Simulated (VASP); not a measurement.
# Hf2HC (R-3m) in VASP: settings compared, part 3 of 3

VASP 6.6.1.

## 4. Single point, LDA

INCAR

```
SYSTEM = Hf2HC
ALGO = Normal
EDIFF = 1E-6
ENCUT = 600
GGA = CA
GGA_COMPAT = .FALSE.
ISIF = 2
ISMEAR = 1
LASPH = .TRUE.
LCHARG = .FALSE.
LREAL = .FALSE.
LWAVE = .FALSE.
NBANDS = 20
NELM = 120
PREC = Accurate
SIGMA = 0.1
```

KPOINTS

```
k-points
0
G
  10 10 10
  0 0 0
```

POSCAR

```
Hf2HC
1.0
    1.6456450000      0.9501135837      5.1784140000
   -1.6456450000      0.9501135837      5.1784140000
    0.0000000000     -1.9002271675      5.1784140000
Hf H C
2 1 1
Direct
    0.7554426667      0.7554426667      0.7554426667
    0.2445573333      0.2445573333      0.2445573333
    0.0000000000      0.0000000000      0.0000000000
    0.5000000000      0.5000000000      0.5000000000
```

Potentials or basis: VASP PAW LDA potentials, release 64 (Hf_pv, H, C).

Started as:

```console
cat potpaw_LDA.64/Hf_pv/POTCAR potpaw_LDA.64/H/POTCAR potpaw_LDA.64/C/POTCAR > POTCAR
mpirun -np 1 vasp_std > vasp.out
```

OUTCAR:

```text
SYSTEM = Hf2HC
   EDIFF = 1E-6
   ENCUT = 600
   GGA = CA
   ISIF = 2
   ISMEAR = 1
   LASPH = .TRUE.
   LREAL = .FALSE.
   NELM = 120
   PREC = Accurate

 ion  position               nearest neighbor table
   1  0.755  0.755  0.755-   4 2.25   4 2.25   4 2.25   3 2.35   3 2.35   3 2.35   2 3.08   2 3.08
                             2 3.08   2 3.35   2 3.35   2 3.35
   2  0.245  0.245  0.245-   4 2.25   4 2.25   4 2.25   3 2.35   3 2.35   3 2.35   1 3.08   1 3.08
                             1 3.08   1 3.35   1 3.35   1 3.35
   3  0.000  0.000  0.000-   1 2.35   1 2.35   2 2.35   2 2.35   1 2.35   2 2.35
   4  0.500  0.500  0.500-   2 2.25   2 2.25   1 2.25   1 2.25   2 2.25   1 2.25

  LATTYP: Found a trigonal (rhomboedric) cell.
 ALAT       =     5.5160524692
 COS(alpha) =     0.8219895379

  Lattice vectors:

 A1 = (   1.6456450000,   0.9501135837,   5.1784140000)
 A2 = (  -1.6456450000,   0.9501135837,   5.1784140000)
 A3 = (   0.0000000000,  -1.9002271675,   5.1784140000)

Analysis of symmetry for initial positions (statically):
=====================================================================
 Subroutine PRICEL returns:
 Original cell was already a primitive cell.

 Routine SETGRP: Setting up the symmetry group for a
 trigonal (rhombohedral) supercell.

 Subroutine GETGRP returns: Found 12 space group operations
 (whereof 12 operations were pure point group operations)
 out of a pool of 12 trial point group operations.

The static configuration has the point symmetry D_3d.

Analysis of symmetry for dynamics (positions and initial velocities):
=====================================================================
 Subroutine PRICEL returns:
 Original cell was already a primitive cell.

 Routine SETGRP: Setting up the symmetry group for a
 trigonal (rhombohedral) supercell.

 Subroutine GETGRP returns: Found 12 space group operations
 (whereof 12 operations were pure point group operations)
 out of a pool of 12 trial point group operations.

The dynamic configuration has the point symmetry D_3d.

 Subroutine INISYM returns: Found 12 space group operations
 (whereof 12 operations are pure point group operations),
 and found     1 'primitive' translations

----------------------------------------------------------------------------------------

                                     Primitive cell

  volume of cell :      48.5802

  direct lattice vectors                    reciprocal lattice vectors
     1.645645000  0.950113584  5.178414000     0.303832236  0.175417623  0.064369773
    -1.645645000  0.950113584  5.178414000    -0.303832236  0.175417623  0.064369773
     0.000000000 -1.900227167  5.178414000     0.000000000 -0.350835246  0.064369773

  length of vectors
     5.516052469  5.516052469  5.516052469     0.356691516  0.356691516  0.356691516

  position of ions in fractional coordinates (direct lattice)
     0.755442667  0.755442667  0.755442667
     0.244557333  0.244557333  0.244557333
     0.000000000  0.000000000  0.000000000
     0.500000000  0.500000000  0.500000000

  ion indices of the primitive-cell ions
   primitive index   ion index
                 1           1
                 2           2
                 3           3
                 4           4

----------------------------------------------------------------------------------------
[... 28 lines left out ...]
  0.100000  0.000000  0.000000      6.000000
  0.200000  0.000000  0.000000      6.000000
  0.300000  0.000000  0.000000      6.000000
  0.400000  0.000000  0.000000      6.000000
  0.500000 -0.000000 -0.000000      3.000000
[... 16 lines left out ...]
  0.300000  0.300000  0.000000      6.000000
  0.400000  0.300000  0.000000     12.000000
 [... further k-points ...]
   k-points           NKPTS =    116   k-points in BZ     NKDIM =    116   number of bands    NBANDS=     20
   number of dos      NEDOS =    301   number of ions     NIONS =      4
   total plane-waves  NPLWV = 110592
   dimension x,y,z NGX =    48 NGY =   48 NGZ =   48
   dimension x,y,z NGXF=    96 NGYF=   96 NGZF=   96
   ions per type =               2   1   1
   NGX,Y,Z   is equivalent  to a cutoff of  14.47, 14.47, 14.47 a.u.
   NGXF,Y,Z  is equivalent  to a cutoff of  28.93, 28.93, 28.93 a.u.
 SYSTEM =  Hf2HC
   PREC   = accura    normal or accurate (medium, high low for compatibility)
   ISTART =      0    job   : 0-new  1-cont  2-samecut
   ICHARG =      2    charge: 1-file 2-atom 10-const
   ISPIN  =      1    spin polarized calculation?
   LNONCOLLINEAR =      F non collinear calculations
   LSORBIT =      F    spin-orbit coupling
   LASPH  =      T    aspherical Exc in radial PAW
   ENCUT  =  600.0 eV  44.10 Ry    6.64 a.u.  11.02 11.02 11.02*2*pi/ulx,y,z
   NELM   =    120;   NELMIN=  2; NELMDL= -5     # of ELM steps
   EDIFF  = 0.1E-05   stopping-criterion for ELM
   LREAL  =      F    real-space projection
   EDIFFG = 0.1E-04   stopping-criterion for IOM
   NSW    =      0    number of steps for IOM
   IBRION =     -1    ionic relax: 0-MD 1-quasi-New 2-CG
   NFREE  =      0    steps in history (QN), initial steepest desc. (CG)
   ISIF   =      2    stress and relaxation
   ISYM   =      2    0-nonsym 1-usesym 2-fastsym
   POTIM  = 0.5000    time-step for ionic-motion
   TEBEG  =    0.0;   TEEND  =   0.0 temperature during run
   PSTRESS=    0.0 pullay stress
   NELECT =      25.0000    total number of electrons
   NUPDOWN=      -1.0000    fix difference up-down
   EMIN   =  10.00;   EMAX   =-10.00  energy-range for DOS
   EFERMI =   0.00;   METHOD = LEGACY
   ISMEAR =     1;   SIGMA  =   0.10  broadening in eV -4-tet -1-fermi 0-gaus
   EFERMI_NEDOS =   21; number of points for ismear=-14 and -15
   IALGO  =     38    algorithm
   IMIX   =      4    mixing-type and parameters
     AMIX     =   0.40;   BMIX     =  1.00
     AMIX_MAG =   1.60;   BMIX_MAG =  1.00
  volume/ion in A,a.u.               =      12.15        81.96
  Fermi-wavevector in a.u.,A,eV,Ry     =   1.311903  2.479136 23.416831  1.721088
  Thomas-Fermi vector in A             =   2.442332
   LORBIT       =      0    0 simple, 1 ext, 2 COOP (PROOUT), +10 PAW based schemes
   GGA     = CA    functional components
   LHFCALC =     F    Hartree Fock is set to
   AEXX    =    0.0000 exact exchange contribution
   IVDW    =     0    specifies the selected vdW correction
   LEPSILON=     F    determine dielectric tensor
   LRPA    =     F    only Hartree local field effects (RPA)
 non-spin polarized calculation
 Methfessel and Paxton  Order N= 1 SIGMA  =   0.10
  energy-cutoff  :      600.00
  volume of cell :       48.58
 maximum number of plane-waves:      1650
 NGX is ok and might be reduce to    48
   NGX = 23   NGY = 23   NGZ = 23

 number of electron      25.0000001 magnetization

 Free energy of the ion-electron system (eV)
  ---------------------------------------------------
  ext. energy  EPLUGINS =         0.00000000
  ---------------------------------------------------
  free energy    TOTEN  =       -38.04549607 eV

  energy without entropy =      -38.04654794  energy(sigma->0) =      -38.04584669

 E-fermi :   5.7379     XC(G=0): -12.1015

 val. band max:        5.7356740372   @ k =  -0.2000   0.1000   0.0000
 cond. band min:       5.7434991161   @ k =  -0.3000  -0.3000   0.2000
 fundamental gap:      0.0078250789
 Fermi energy:         5.7379209756

 k-point     1 :       0.0000    0.0000    0.0000
  band No.  band energies     occupation
      1     -24.8756      2.00000
      2     -24.2048      2.00000
      3     -24.2048      2.00000
      4     -24.0910      2.00000
      5     -24.0910      2.00000
      6     -24.0407      2.00000
[... 541 lines left out ...]
     19      12.2538      0.00000
     20      12.4454      0.00000

 [... further k-points ...]

------------------------ aborting loop because EDIFF is reached ----------------------------------------

  FORCE on cell =-STRESS in cart. coord.  units (eV):
  Direction    XX          YY          ZZ          XY          YZ          ZX
  --------------------------------------------------------------------------------------
  -------------------------------------------------------------------------------------
  Total       -2.2889641     -2.2889641     -2.1530635      0.0000000      0.0000000     -0.0000000
  in kB      -75.4900768    -75.4900768    -71.0080714      0.0000000      0.0000000     -0.0000000
  external PRESSURE =     -73.9960750 kB  Pullay stress =       0.0000000 kB

 VOLUME and BASIS-vectors are now :
 -----------------------------------------------------------------------------
  energy-cutoff  :      600.00
  volume of cell :       48.58
      direct lattice vectors                 reciprocal lattice vectors
     1.645645000  0.950113584  5.178414000     0.303832236  0.175417623  0.064369773
    -1.645645000  0.950113584  5.178414000    -0.303832236  0.175417623  0.064369773
     0.000000000 -1.900227167  5.178414000     0.000000000 -0.350835246  0.064369773

 POSITION                                       TOTAL-FORCE (eV/Angst)
 -----------------------------------------------------------------------------------
      0.00000     -0.00000     11.73598         0.000000     -0.000000      0.269961
      0.00000     -0.00000      3.79926         0.000000      0.000000     -0.269961
      0.00000      0.00000      0.00000         0.000000     -0.000000     -0.000000
      0.00000     -0.00000      7.76762        -0.000000     -0.000000     -0.000000
 -----------------------------------------------------------------------------------
    total drift:                                0.000000      0.000000     -0.000000

  FREE ENERGIE OF THE ION-ELECTRON SYSTEM (eV)
  ---------------------------------------------------
  free  energy   TOTEN  =       -38.0454960660 eV

  energy  without entropy=      -38.0465479379  energy(sigma->0) =      -38.04584669
```

OSZICAR:

```text
N       E                     dE             d eps       ncg     rms          rms(c)
DAV:   1     0.740803780175E+02    0.74080E+02   -0.14301E+04  4648   0.130E+03
DAV:   2    -0.382362336644E+02   -0.11232E+03   -0.10903E+03  5624   0.293E+02
DAV:   3    -0.427287354689E+02   -0.44925E+01   -0.44198E+01  6240   0.404E+01
DAV:   4    -0.427653717167E+02   -0.36636E-01   -0.36535E-01  5924   0.402E+00
DAV:   5    -0.427656904396E+02   -0.31872E-03   -0.31864E-03  6064   0.348E-01    0.739E+01
DAV:   6    -0.381900629313E+02    0.45756E+01   -0.25505E+01  5600   0.225E+01    0.484E+01
DAV:   7    -0.380830445980E+02    0.10702E+00   -0.26952E+00  5392   0.843E+00    0.204E+01
DAV:   8    -0.380656774934E+02    0.17367E-01   -0.29994E-01  5592   0.296E+00    0.351E+00
DAV:   9    -0.380471302821E+02    0.18547E-01   -0.93041E-02  5408   0.150E+00    0.228E+00
DAV:  10    -0.380461024487E+02    0.10278E-02   -0.28989E-02  5584   0.843E-01    0.786E-01
DAV:  11    -0.380458947642E+02    0.20768E-03   -0.82867E-03  5376   0.431E-01    0.983E-01
DAV:  12    -0.380455606373E+02    0.33413E-03   -0.79900E-04  5356   0.136E-01    0.510E-01
DAV:  13    -0.380454972723E+02    0.63365E-04   -0.56052E-04  5436   0.107E-01    0.757E-02
DAV:  14    -0.380454964390E+02    0.83320E-06   -0.12857E-05  5392   0.218E-02    0.391E-02
DAV:  15    -0.380454960660E+02    0.37309E-06   -0.17066E-06  4128   0.649E-03
   1 F= -.38045496E+02 E0= -.38045847E+02  d E =0.105187E-02
```

Run time: 4.5 min. Hardware: 1 thread of Intel Xeon Platinum 8259CL at 2.50GHz (Skylake/Cascade Lake), shared host; peak memory 0.36 GiB.

What came out:

- Free energy: -38.0455 eV
- Pressure: -7.4 GPa
- Largest force: 0.270 eV/Å
- Band gap on the k mesh: zero (an odd number of electrons rules out a gap without spin polarisation)

Forces in eV/Å, atoms in the order of the input:
```
Hf   0.000  0.000  0.270
Hf   0.000  0.000 -0.270
H    0.000  0.000  0.000
C    0.000  0.000  0.000
```

Stress tensor (GPa, compression positive):
```
-7.55  0.00  0.00
 0.00 -7.55  0.00
 0.00  0.00 -7.10
```

Caveat: the cell stands under tension; spin-orbit coupling is left out, which moves the levels of the heavy elements; an odd number of electrons without spin polarisation forces a metal; a magnetic or distorted state may lie lower.

## 5. The runs side by side

```csv
level,potentials or basis,gap on the mesh (eV),pressure (GPa),largest force (eV/Å)
BLYP,"VASP PAW PBE potentials, release 64 (Hf_pv, H, C)",none,8.4,0.30
PBEsol,"VASP PAW PBE potentials, release 64 (Hf_pv, H, C)",none,-3.4,0.11
LDA,"VASP PAW LDA potentials, release 64 (Hf_pv, H, C)",none,-7.4,0.27
```

Alike in all rows: task single point; no spin polarisation; cell as given; k mesh 10 × 10 × 10; cutoff (eV) 600; smearing methfessel-paxton 0.1 eV.

Caveats: spin-orbit coupling is left out, which moves the levels of the heavy elements; an odd number of electrons without spin polarisation forces a metal; a magnetic or distorted state may lie lower; the PAW data sets were made with another functional, which shifts forces and pressure a little (at least some runs); the cell stands under tension (at least some runs); the cell stands under pressure (at least some runs).

Total energies depend on the potentials used, so only differences within one code and one set of settings carry meaning.
